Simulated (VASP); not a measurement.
A run of VASP 6.6.1:

Contents of POSCAR:

```
Ti
1.0
    2.9348780246      0.0000000000      0.0000000000
   -1.4674390123      2.5416789263      0.0000000000
    0.0000000000      0.0000000000      4.6398559387
Ti
2
Direct
    0.3333333333      0.6666666667      0.2500000000
    0.6666666667      0.3333333333      0.7500000000
```

File INCAR.step1:

```
SYSTEM = Ti
PREC = Accurate
ENCUT = 520
ISMEAR = 0
SIGMA = 0.1
LREAL = .FALSE.
LASPH = .TRUE.
NELM = 100
NBANDS = 19
GGA = PE
ALGO = Normal
EDIFF = 1E-4
LWAVE = .TRUE.
LCHARG = .FALSE.
```

The input INCAR.step2:

```
SYSTEM = Ti
PREC = Accurate
ENCUT = 520
EDIFF = 1E-6
ISMEAR = 0
SIGMA = 0.1
LREAL = .FALSE.
LASPH = .TRUE.
NELM = 100
ALGO = Normal
ISIF = 2
LWAVE = .FALSE.
LCHARG = .FALSE.
METAGGA = R2SCAN
LMIXTAU = .TRUE.
NBANDS = 19
ISTART = 1
```

File KPOINTS:

```
regular mesh
0
G
  21 21 12
  0 0 0
```

Potentials or basis: VASP PAW PBE potentials, release 64 (Ti_sv).

Command:

```bash
$ cat potpaw_PBE.64/Ti_sv/POTCAR > POTCAR
$ cp INCAR.step1 INCAR
$ mpirun -np 1 vasp_std > vasp.out
$ cp INCAR.step2 INCAR
$ mpirun -np 1 vasp_std > vasp.out
```

Hardware: 1 thread of Intel(R) Xeon(R) Platinum 8259CL CPU @ 2.50GHz (Skylake/Cascade Lake), on a shared host.

How long does it take, and how much memory?

Run time: 11 min on 1 thread of Intel(R) Xeon(R) Platinum 8259CL CPU @ 2.50GHz (Skylake/Cascade Lake), on a shared host, peak memory 0.3 GiB. Counts: k points 336.
